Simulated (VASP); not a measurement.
# Pt (P6_3/mmc) in VASP: further runs, part 2 of 2

VASP 6.6.1. Earlier steps stand in the parts before.

## (4) Single point, PBEsol (strain +0.050 along x and y, +0.000 along z)

INCAR

```
PREC = Accurate ; ENCUT = 520
EDIFF = 1E-6 ; ISMEAR = 0
SIGMA = 0.15 ; LREAL = False
LASPH = True ; NELM = 80
ALGO = Fast ; ISIF = 2
LWAVE = False ; LCHARG = True
GGA = PS ; LELF = True
LVHAR = True ; NBANDS = 17
```

KPOINTS

```
regular mesh
0
Gamma
  24 24 14
```

POSCAR

```
Pt
1.0
    2.8614281013      0.0000000000      0.0000000000
   -1.4307140507      2.4780694268      0.0000000000
    0.0000000000      0.0000000000      4.7068056308
Pt
2
Direct
    0.6666666667      0.3333333333      0.7500000000
    0.3333333333      0.6666666667      0.2500000000
```

Potentials or basis: VASP PAW PBE potentials, release 64 (Pt).

The run is started by

```console
$ cat potpaw_PBE.64/Pt/POTCAR > POTCAR
$ mpirun -np 1 vasp_std > vasp.out
```

OUTCAR:

```text
PREC = Accurate
   ENCUT = 520
   EDIFF = 1E-6
   ISMEAR = 0
   LREAL = False
   LASPH = True
   NELM = 80
   ISIF = 2
   GGA = PS

 ion  position               nearest neighbor table
   1  0.667  0.333  0.750-   2 2.88   2 2.88   2 2.88   2 2.88   2 2.88   2 2.88
   2  0.333  0.667  0.250-   1 2.88   1 2.88   1 2.88   1 2.88   1 2.88   1 2.88

  LATTYP: Found a hexagonal cell.
 ALAT       =     2.8614281013
 C/A-ratio  =     1.6449148691

  Lattice vectors:

 A1 = (   2.8614281013,   0.0000000000,   0.0000000000)
 A2 = (  -1.4307140507,   2.4780694268,   0.0000000000)
 A3 = (   0.0000000000,   0.0000000000,   4.7068056308)

Analysis of symmetry for initial positions (statically):
=====================================================================
 Subroutine PRICEL returns:
 Original cell was already a primitive cell.

 Routine SETGRP: Setting up the symmetry group for a
 hexagonal supercell.

 Subroutine GETGRP returns: Found 24 space group operations
 (whereof 12 operations were pure point group operations)
 out of a pool of 24 trial point group operations.

The static configuration has the point symmetry D_3d.
[... 163 lines left out ...]
  energy without entropy =      -13.50610397  energy(sigma->0) =      -13.53422043

 E-fermi :   9.2441     XC(G=0): -13.0338

 val. band max:        9.2430608434   @ k =   0.3750   0.1667   0.0714
 cond. band min:       9.2446334315   @ k =   0.1250   0.0833   0.4286
 fundamental gap:      0.0015725881
 Fermi energy:         9.2441344603

 k-point     1 :       0.0000    0.0000    0.0000
  band No.  band energies     occupation
      1       0.0503      2.00000
      2       2.8599      2.00000
      3       5.9799      2.00000
      4       6.1441      2.00000
      5       6.1441      2.00000
      6       6.5564      2.00000
[... 457 lines left out ...]
      4       6.0576      2.00000
      5       6.3623      2.00000
      6       6.5802      2.00000
[... 9 lines left out ...]
     16      20.3625      0.00000
     17      22.5836      0.00000

 [... further k-points ...]

------------------------ aborting loop because EDIFF is reached ----------------------------------------

  FORCE on cell =-STRESS in cart. coord.  units (eV):
  Direction    XX          YY          ZZ          XY          YZ          ZX
  --------------------------------------------------------------------------------------
  -------------------------------------------------------------------------------------
  Total       -4.9051947     -4.9051947     -3.6602162      0.0000000     -0.0000000     -0.0000000
  in kB     -235.4747063   -235.4747063   -175.7093021      0.0000000     -0.0000000     -0.0000000
  external PRESSURE =    -215.5529049 kB  Pullay stress =       0.0000000 kB

 VOLUME and BASIS-vectors are now :
 -----------------------------------------------------------------------------
  energy-cutoff  :      520.00
  volume of cell :       33.38
      direct lattice vectors                 reciprocal lattice vectors
     2.861428101  0.000000000  0.000000000     0.349475844  0.201769972  0.000000000
    -1.430714051  2.478069427  0.000000000     0.000000000  0.403539945  0.000000000
     0.000000000  0.000000000  4.706805631     0.000000000  0.000000000  0.212458316

 POSITION                                       TOTAL-FORCE (eV/Angst)
 -----------------------------------------------------------------------------------
      1.43071      0.82602      3.53010        -0.000000      0.000000      0.000000
     -0.00000      1.65205      1.17670         0.000000     -0.000000      0.000000
 -----------------------------------------------------------------------------------
    total drift:                               -0.000000      0.000000     -0.000000

  FREE ENERGIE OF THE ION-ELECTRON SYSTEM (eV)
  ---------------------------------------------------
  free  energy   TOTEN  =       -13.5623368961 eV

  energy  without entropy=      -13.5061039701  energy(sigma->0) =      -13.53422043
```

stdout:

```text
POSCAR found type information on POSCAR Pt
 POSCAR found :  1 types and       2 ions
 scaLAPACK will be used
 -----------------------------------------------------------------------------
|                                                                             |
|                                                                             |
|     You enforced a specific xc type in the INCAR file but a different       |
|     I HOPE YOU KNOW WHAT YOU ARE DOING!                                     |
|                                                                             |
 -----------------------------------------------------------------------------

 LDA part: xc-table for (Slater+PW92), standard interpolation
 POSCAR, INCAR and KPOINTS ok, starting setup
 FFT: planning ... GRIDC
 FFT: planning ... GRID_SOFT
 FFT: planning ... GRID
 WAVECAR not read
 entering main loop
```

It took 3.7 min on 1 thread of Intel Xeon 8259CL, shared host; peak memory 0.34 GiB.

Results:

* Free energy: -13.5623 eV
* Pressure: -21.6 GPa
* Band gap on the k mesh: zero (bands 10 and 11 overlap by 1.07 eV)

Stress tensor (GPa, compression positive):
```
-23.55   0.00   0.00
  0.00 -23.55   0.00
  0.00   0.00 -17.57
```

Caveat: the cell differs from its parent crystal (strain +0.050 along x and y, +0.000 along z); the cell stands under tension; the PAW data sets were made with another functional, which shifts forces and pressure a little; spin-orbit coupling is left out, which moves the levels of the heavy elements.

## (5) Single point, PBEsol (strain +0.025 along x and y, +0.050 along z)

INCAR

```
SYSTEM = Pt
PREC = Accurate
ENCUT = 520
EDIFF = 1E-6
ISMEAR = 0
SIGMA = 0.15
LREAL = .FALSE.
LASPH = .TRUE.
NELM = 60
ALGO = Fast
ISIF = 2
LWAVE = .FALSE.
LCHARG = .FALSE.
GGA = PS
NBANDS = 17
```

KPOINTS

```
Automatic mesh
0
G
  24 24 14
  0 0 0
```

POSCAR

```
Pt
1.0
    2.7932988608      0.0000000000      0.0000000000
   -1.3966494304      2.4190677738      0.0000000000
    0.0000000000      0.0000000000      4.9421459123
Pt
2
Direct
    0.6666666667      0.3333333333      0.7500000000
    0.3333333333      0.6666666667      0.2500000000
```

The run is started by

```console
$ cat potpaw_PBE.64/Pt/POTCAR > POTCAR
$ mpirun -np 1 vasp_std > vasp.out
```

Run time: 4.1 min. Hardware: 1 thread of Intel Xeon 8259CL, shared host; peak memory 0.35 GiB.

It converged, with:

* Free energy: -13.5883 eV
* Pressure: -21.0 GPa
* Band gap on the k mesh: zero (bands 10 and 11 overlap by 1.18 eV)

Stress tensor (GPa, compression positive):
```
-20.55   0.00   0.00
  0.00 -20.55   0.00
  0.00   0.00 -21.79
```

Levels at points of the mesh, in eV from the Fermi level:
| k point | band 8 | band 9 | band 10 | band 11 | band 12 | band 13 |
| --- | --- | --- | --- | --- | --- | --- |
| (0.00, 0.00, 0.00) | -1.51 | -1.51 | -0.65 | -0.17 | -0.17 | 4.08 |
| (0.50, 0.00, 0.00) | -0.04 | 0.34 | 0.50 | 2.18 | 3.59 | 6.91 |
| (0.00, 0.00, 0.50) | -3.12 | -0.68 | -0.68 | -0.68 | -0.68 | 11.07 |
| (0.50, 0.00, 0.50) | -0.74 | 0.43 | 0.43 | 1.70 | 1.70 | 6.10 |

Caveat: the cell differs from its parent crystal (strain +0.025 along x and y, +0.050 along z); the cell stands under tension; the PAW data sets were made with another functional, which shifts forces and pressure a little; spin-orbit coupling is left out, which moves the levels of the heavy elements.

## (6) Overview

| cell | gap on the mesh (eV) | pressure (GPa) |
| --- | --- | --- |
| a = 2.861, b = 2.861, c = 4.589 Å, angles 90.0, 90.0, 120.0°, 2 atoms | none | -16.9 |
| a = 2.793, b = 2.793, c = 4.824 Å, angles 90.0, 90.0, 120.0°, 2 atoms | none | -17.4 |
| a = 2.861, b = 2.861, c = 4.707 Å, angles 90.0, 90.0, 120.0°, 2 atoms | none | -21.6 |
| a = 2.793, b = 2.793, c = 4.942 Å, angles 90.0, 90.0, 120.0°, 2 atoms | none | -21.0 |

Alike in all rows: task single point; level PBEsol; potentials or basis VASP PAW PBE potentials, release 64 (Pt); no spin polarisation; k mesh 24 × 24 × 14; cutoff (eV) 520; smearing gaussian 0.15 eV.

Caveats: the cell stands under tension; the PAW data sets were made with another functional, which shifts forces and pressure a little; spin-orbit coupling is left out, which moves the levels of the heavy elements.

Absolute energies hang on the potentials; compare differences alone.
